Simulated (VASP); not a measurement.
**NaI: single point with PBEsol**

The system is NaI.

```
Na I
1.0
     0.00000    3.23640    3.23640
     3.23640    0.00000    3.23640
     3.23640    3.23640    0.00000
Na I
1 1
Direct
  0.00000 0.00000 0.00000
  0.50000 0.50000 0.50000
```

```yaml
Program: VASP 6.6.1
Task: single point
Functional: PBEsol
Potentials_or_basis: VASP PAW PBE potentials, release 64 (Na_pv, I)
Cutoff: 520 eV
k_mesh: 10 × 10 × 10
Occupations: gaussian, width 0.05 eV
Spin: no spin polarisation
Dipole_correction: no
Further_INCAR_settings: ALGO = Normal; EDIFF = 1e-06; NBANDS = 14
```

```json
{
 "Pressure": "-0.5 GPa",
 "Band gap on the k mesh": "3.51 eV, direct"
}
```

Levels at points of the mesh, in eV from the valence-band top:
```csv
k point,band 5,band 6,band 7,band 8,band 9,band 10
"(0.00, 0.00, 0.00)",0.00,0.00,0.00,3.51,7.85,7.85
"(0.50, 0.00, 0.00)",-2.22,-0.29,-0.29,4.95,7.37,7.37
"(0.50, 0.50, 0.00)",-1.94,-0.76,-0.76,4.44,5.42,9.71
```

Run time: 45 s on 1 thread of Oxide Virtual Turin-like Processor, on a shared host, peak memory 0.19 GiB.

Caveat: the PAW data sets were made with another functional, which shifts forces and pressure a little; spin-orbit coupling is left out, which moves the levels of the heavy elements. A k mesh can miss the band edges.
